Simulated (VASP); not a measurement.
Here is a VASP 6.6.1 calculation.

The input INCAR:

```
PREC = Accurate
ENCUT = 520
EDIFF = 1E-6
ISMEAR = 0
SIGMA = 0.01
LREAL = F
LASPH = T
NELM = 60
ALGO = Normal
ISIF = 2
LWAVE = F
LCHARG = F
GGA = PE
NBANDS = 12
```

The input KPOINTS:

```
Automatic mesh
0
Gamma
  6 6 6
```

Contents of POSCAR:

```
LiCl
1.0
    0.0000000000      2.5560369926      2.5560369926
    2.5432568076      0.0000000000      2.5560369926
    2.5432568076      2.5560369926      0.0000000000
Li Cl
1 1
Direct
    0.0000000000      0.0000000000      0.0000000000
    0.5000000000      0.5000000000      0.5000000000
```

Potentials or basis: VASP PAW PBE potentials, release 64 (Li_sv, Cl).

Launch:

```bash
$ cat potpaw_PBE.64/Li_sv/POTCAR potpaw_PBE.64/Cl/POTCAR > POTCAR
$ mpirun -np 1 vasp_std > vasp.out
```

Question: Estimate the band gap on the k mesh.

Answer: 6.42 eV, direct.

Caveat: the cell differs from its parent crystal (uniaxial x strain -0.5%). A k mesh can miss the band edges.
